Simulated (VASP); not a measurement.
# Os (P6_3/mmc) in VASP: settings compared, part 2 of 2

VASP 6.6.1. The steps go on from the part before.

## Step 4: Single point, HF

This run uses another cell than the first one, of 13.14 Å³/atom.

Contents of POSCAR:

```
Os
1.0
    2.6782863798      0.0000000000      0.0000000000
   -1.3391431899      2.3194640436      0.0000000000
    0.0000000000      0.0000000000      4.2315181138
Os
2
Direct
    0.6666666667      0.3333333333      0.7500000000
    0.3333333333      0.6666666667      0.2500000000
```

Contents of INCAR.step1:

```
SYSTEM = Os
ALGO     = Normal         ! electronic algorithm
EDIFF    = 1E-5           ! SCF threshold, eV
ENCUT    = 520            ! plane-wave cutoff, eV
GGA      = PE             ! functional
ISIF     = 2              ! what is computed and relaxed
ISMEAR   = -1             ! smearing method
LASPH    = .True.         ! aspherical terms in the spheres
LCHARG   = .False.        ! write CHGCAR
LREAL    = .False.        ! projectors in reciprocal space
LWAVE    = .True.         ! write WAVECAR
NBANDS   = 15             ! bands
NELM     = 60             ! most SCF steps
PREC     = Accurate       ! precision mode
SIGMA    = 0.05           ! smearing width, eV
```

Contents of INCAR.step2:

```
SYSTEM = Os
AEXX     = 1.0            ! exact-exchange fraction
AGGAC    = 0.0          
ALDAC    = 0.0          
ALGO     = Normal         ! electronic algorithm
EDIFF    = 1E-7           ! SCF threshold, eV
ENCUT    = 520            ! plane-wave cutoff, eV
GGA      = PE             ! functional
ISIF     = 2              ! what is computed and relaxed
ISMEAR   = -1             ! smearing method
ISTART   = 1            
LASPH    = .True.         ! aspherical terms in the spheres
LCHARG   = .False.        ! write CHGCAR
LHFCALC  = .True.         ! exact exchange
LREAL    = .False.        ! projectors in reciprocal space
LWAVE    = .False.        ! write WAVECAR
NBANDS   = 15             ! bands
NELM     = 60             ! most SCF steps
PREC     = Accurate       ! precision mode
PRECFOCK = Normal       
SIGMA    = 0.05           ! smearing width, eV
```

Contents of KPOINTS:

```
k-points
0
Gamma
  6 6 3
  0 0 0
```

Command:

```sh
$ cat potpaw_PBE.64/Os/POTCAR > POTCAR
$ cp INCAR.step1 INCAR
$ mpirun -np 1 vasp_std > vasp.out
$ cp INCAR.step2 INCAR
$ mpirun -np 1 vasp_std > vasp.out
```

Wall time 31 min (1 thread of Intel Xeon 8259CL, shared host); peak memory 0.16 GiB.

Results (log left out):

| Property | Result |
| --- | --- |
| Free energy | -38.5915 eV |
| Pressure | 29.0 GPa |
| Band gap on the k mesh | zero (bands 8 and 9 overlap by 10.79 eV) |

Stress tensor (GPa, compression positive):
```
32.69  0.00  0.00
 0.00 32.69  0.00
 0.00  0.00 21.51
```

Levels at points of the mesh, in eV from the Fermi level:
| k point | band 6 | band 7 | band 8 | band 9 | band 10 | band 11 |
| --- | --- | --- | --- | --- | --- | --- |
| (0.00, 0.00, 0.00) | -5.50 | -5.47 | -4.85 | -4.85 | -1.89 | 4.89 |
| (0.50, 0.00, 0.00) | -5.70 | -4.14 | 5.94 | 6.29 | 6.79 | 9.81 |

Caveat: the k points lie up to 0.49 Å⁻¹ apart, too coarse for converged energies and pressures of a metal; the PAW data sets were made with another functional, which shifts forces and pressure a little; spin-orbit coupling is left out, which moves the levels of the heavy elements.

## Step 5: Single point, HF

This run uses another cell than the first one, of 13.42 Å³/atom.

Contents of POSCAR:

```
Os
1.0
    2.6971481730      0.0000000000      0.0000000000
   -1.3485740865      2.3357988356      0.0000000000
    0.0000000000      0.0000000000      4.2613185190
Os
2
Direct
    0.6666666667      0.3333333333      0.7500000000
    0.3333333333      0.6666666667      0.2500000000
```

Contents of INCAR.step1:

```
ALGO     = Normal         # electronic algorithm
EDIFF    = 1E-5           # SCF threshold, eV
ENCUT    = 520            # plane-wave cutoff, eV
GGA      = PE             # functional
ISIF     = 2              # what is computed and relaxed
ISMEAR   = -1             # smearing method
LASPH    = T              # aspherical terms in the spheres
LCHARG   = F              # write CHGCAR
LREAL    = F              # projectors in reciprocal space
LWAVE    = T              # write WAVECAR
NBANDS   = 15             # bands
NELM     = 60             # most SCF steps
PREC     = Accurate       # precision mode
SIGMA    = 0.05           # smearing width, eV
```

Contents of INCAR.step2:

```
AEXX     = 1.0            # exact-exchange fraction
AGGAC    = 0.0          
ALDAC    = 0.0          
ALGO     = Normal         # electronic algorithm
EDIFF    = 1E-6           # SCF threshold, eV
ENCUT    = 520            # plane-wave cutoff, eV
GGA      = PE             # functional
ISIF     = 2              # what is computed and relaxed
ISMEAR   = -1             # smearing method
ISTART   = 1            
LASPH    = T              # aspherical terms in the spheres
LCHARG   = F              # write CHGCAR
LHFCALC  = T              # exact exchange
LREAL    = F              # projectors in reciprocal space
LWAVE    = F              # write WAVECAR
NBANDS   = 15             # bands
NELM     = 60             # most SCF steps
PREC     = Accurate       # precision mode
PRECFOCK = Normal       
SIGMA    = 0.05           # smearing width, eV
```

Contents of KPOINTS:

```
k-points
0
Gamma
  6 6 3
```

Potentials or basis: VASP PAW PBE potentials, release 64 (Os).

Command:

```sh
$ cat potpaw_PBE.64/Os/POTCAR > POTCAR
$ cp INCAR.step1 INCAR
$ mpirun -np 1 vasp_std > vasp.out
$ cp INCAR.step2 INCAR
$ mpirun -np 1 vasp_std > vasp.out
```

OUTCAR:

```text
AEXX = 1.0
   EDIFF = 1E-6
   ENCUT = 520
   GGA = PE
   ISIF = 2
   ISMEAR = -1
   ISTART = 1
   LASPH = T
   LHFCALC = T
   LREAL = F
   NELM = 60
   PREC = Accurate
   PRECFOCK = Normal

 ion  position               nearest neighbor table
   1  0.667  0.333  0.750-   2 2.64   2 2.64   2 2.64   2 2.64   2 2.64   2 2.64
   2  0.333  0.667  0.250-   1 2.64   1 2.64   1 2.64   1 2.64   1 2.64   1 2.64

  LATTYP: Found a hexagonal cell.
 ALAT       =     2.6971481730
 C/A-ratio  =     1.5799348963
[... 438 lines left out ...]

------------------------ aborting loop because EDIFF is reached ----------------------------------------

  FORCE on cell =-STRESS in cart. coord.  units (eV):
  Direction    XX          YY          ZZ          XY          YZ          ZX
  --------------------------------------------------------------------------------------
  -------------------------------------------------------------------------------------
  Total        3.3881772      3.3881772      1.4706025      0.0000000      0.0000000      0.0000000
  in kB      202.2052664    202.2052664     87.7650578      0.0000000      0.0000000      0.0000000
  external PRESSURE =     164.0585302 kB  Pullay stress =       0.0000000 kB

 VOLUME and BASIS-vectors are now :
 -----------------------------------------------------------------------------
  energy-cutoff  :      520.00
  volume of cell :       26.85
      direct lattice vectors                 reciprocal lattice vectors
     2.697148173  0.000000000  0.000000000     0.370761981  0.214059530  0.000000000
    -1.348574086  2.335798836  0.000000000     0.000000000  0.428119059  0.000000000
     0.000000000  0.000000000  4.261318519     0.000000000  0.000000000  0.234669151

 POSITION                                       TOTAL-FORCE (eV/Angst)
 -----------------------------------------------------------------------------------
      1.34857      0.77860      3.19599         0.000000      0.000000      0.000000
     -0.00000      1.55720      1.06533        -0.000000     -0.000000     -0.000000
 -----------------------------------------------------------------------------------
    total drift:                               -0.000000      0.000000      0.000000

  FREE ENERGIE OF THE ION-ELECTRON SYSTEM (eV)
  ---------------------------------------------------
  free  energy   TOTEN  =       -38.6703667137 eV

  energy  without entropy=      -38.6678635958  energy(sigma->0) =      -38.66911515
```

Run time: 35 min. Hardware: 1 thread of Intel Xeon 8259CL, shared host; peak memory 0.16 GiB.

What came out:

```
Free energy            : -38.6704 eV
Pressure               : 16.4 GPa
Band gap on the k mesh : zero (bands 8 and 9 overlap by 10.62 eV)
```

Levels at points of the mesh, in eV from the Fermi level:
```
           k point  band 5  band 6  band 7  band 8  band 9  band 10  band 11  band 12
(0.00, 0.00, 0.00)   -5.41   -5.41   -5.33   -4.81   -4.81    -1.90     4.79     4.79
(0.50, 0.00, 0.00)   -6.04   -5.63   -4.07    5.82    6.12     6.64     9.62    11.22
```

Caveat: the k points lie up to 0.49 Å⁻¹ apart, too coarse for converged energies and pressures of a metal; the PAW data sets were made with another functional, which shifts forces and pressure a little; spin-orbit coupling is left out, which moves the levels of the heavy elements.

## Step 6: Single point, HF

This run uses another cell than the first one, of 13.70 Å³/atom.

Contents of POSCAR:

```
Os
1.0
    2.7157497827      0.0000000000      0.0000000000
   -1.3578748913      2.3519083021      0.0000000000
    0.0000000000      0.0000000000      4.2907078513
Os
2
Direct
    0.6666666667      0.3333333333      0.7500000000
    0.3333333333      0.6666666667      0.2500000000
```

Contents of INCAR.step1:

```
SYSTEM = Os
ALGO = Normal
EDIFF = 1E-5
ENCUT = 520
GGA = PE
ISIF = 2
ISMEAR = -1
LASPH = .TRUE.
LREAL = .FALSE.
LWAVE = .TRUE.
NBANDS = 15
NELM = 80
PREC = Accurate
SIGMA = 0.05
```

Contents of INCAR.step2:

```
SYSTEM = Os
AEXX = 1.0
AGGAC = 0.0
ALDAC = 0.0
ALGO = Normal
EDIFF = 1E-6
ENCUT = 520
GGA = PE
ISIF = 2
ISMEAR = -1
ISTART = 1
LASPH = .TRUE.
LCHARG = .TRUE.
LELF = .TRUE.
LHFCALC = .TRUE.
LREAL = .FALSE.
LVHAR = .TRUE.
LWAVE = .FALSE.
NBANDS = 15
NELM = 80
PREC = Accurate
PRECFOCK = Normal
SIGMA = 0.05
```

Contents of KPOINTS:

```
k-points
0
G
  6 6 3
  0 0 0
```

Potentials or basis: VASP PAW PBE potentials, release 64 (Os).

Command:

```sh
$ cat potpaw_PBE.64/Os/POTCAR > POTCAR
$ cp INCAR.step1 INCAR
$ mpirun -np 1 vasp_std > vasp.out
$ cp INCAR.step2 INCAR
$ mpirun -np 1 vasp_std > vasp.out
```

Wall time 36 min (1 thread of Intel Xeon 8259CL, shared host); peak memory 0.16 GiB.

It converged, with:

```
Free energy            : -38.7079 eV
Pressure               : 5.2 GPa
Band gap on the k mesh : zero (bands 8 and 9 overlap by 10.47 eV)
```

Stress tensor (GPa, compression positive):
```
 9.10  0.00  0.00
 0.00  9.10  0.00
 0.00  0.00 -2.55
```

Levels at points of the mesh, in eV from the Fermi level:
```tsv
k point	band 5	band 6	band 7	band 8	band 9	band 10	band 11	band 12
(0.00, 0.00, 0.00)	-5.32	-5.32	-5.19	-4.77	-4.77	-1.90	4.68	4.68
(0.50, 0.00, 0.00)	-5.97	-5.56	-3.99	5.70	5.95	6.50	9.44	11.02
```

Caveat: the k points lie up to 0.49 Å⁻¹ apart, too coarse for converged energies and pressures of a metal; the PAW data sets were made with another functional, which shifts forces and pressure a little; spin-orbit coupling is left out, which moves the levels of the heavy elements.

## Step 7: The runs side by side

```tsv
task	level	cell	k mesh	cutoff (eV)	grid for exact exchange (PRECFOCK)	share of exact exchange	gap on the mesh (eV)	pressure (GPa)
single point	r2SCAN	a = 2.788, b = 2.788, c = 4.404 Å, angles 90.0, 90.0, 120.0°, 2 atoms	11 × 11 × 6	520	-	-	none	-20.4
relaxation of cell and atoms	RPBE+D4	relaxed from a = 2.734, b = 2.734, c = 4.320 Å, angles 90.0, 90.0, 120.0°, 2 atoms	11 × 11 × 6	600	-	-	none	0.0
single point	HF	a = 2.678, b = 2.678, c = 4.232 Å, angles 90.0, 90.0, 120.0°, 2 atoms	6 × 6 × 3	520	Normal	1	none	29.0
single point	HF	a = 2.697, b = 2.697, c = 4.261 Å, angles 90.0, 90.0, 120.0°, 2 atoms	6 × 6 × 3	520	Normal	1	none	16.4
single point	HF	a = 2.716, b = 2.716, c = 4.291 Å, angles 90.0, 90.0, 120.0°, 2 atoms	6 × 6 × 3	520	Normal	1	none	5.2
```

Alike in all rows: potentials or basis VASP PAW PBE potentials, release 64 (Os); no spin polarisation; smearing fermi-dirac 0.05 eV.

Caveats: some runs use coarse meshes; the PAW data sets were made with another functional, which shifts forces and pressure a little; spin-orbit coupling is left out, which moves the levels of the heavy elements; the cell stands under tension (at least some runs); the dispersion term is far too large for a dense solid, which distorts pressure and volume (at least some runs).

Absolute energies hang on the potentials; compare differences alone.
